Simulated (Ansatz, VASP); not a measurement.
Fe: VASP beside Ansatz

```
Fe
1.0
     2.43416    0.00000    0.00000
    -1.21708    2.10804    0.00000
     0.00000    0.00000    3.84193
Fe
2
Direct
  0.66667 0.33333 0.75000
  0.33333 0.66667 0.25000
```

Alike in both runs: task single point; functional PBE; k mesh 10 × 10 × 6; occupations fermi-dirac, width 0.05 eV; collinear spin; fixed moment 1.5 μB.

```csv
,VASP,Ansatz
version,VASP 6.6.1,Ansatz 0.2.0
potentials or method,"VASP PAW PBE potentials, release 64 (Fe_sv)",Ansatz PAW
plane-wave cutoff (eV),690,420
valence electrons in the cell,32,32
```

|  | VASP | Ansatz | Ansatz less VASP |
| --- | --- | --- | --- |
| pressure (GPa) | 14.3 | 16.3 | +2.00 |
| traceless stress, the component that is largest in VASP (GPa) | 3.87 | 3.88 | +0.011 |
| net moment per atom (μB) | 0.75 | 0.75 | 0.000 |
| size of the moment on the site where the two differ most (μB) | 0.74 | 0.75 | +0.012 |

Site moments also hang on the region over which each program counts them. The functional is the same, so the differences come from potentials, cutoffs and numerics.
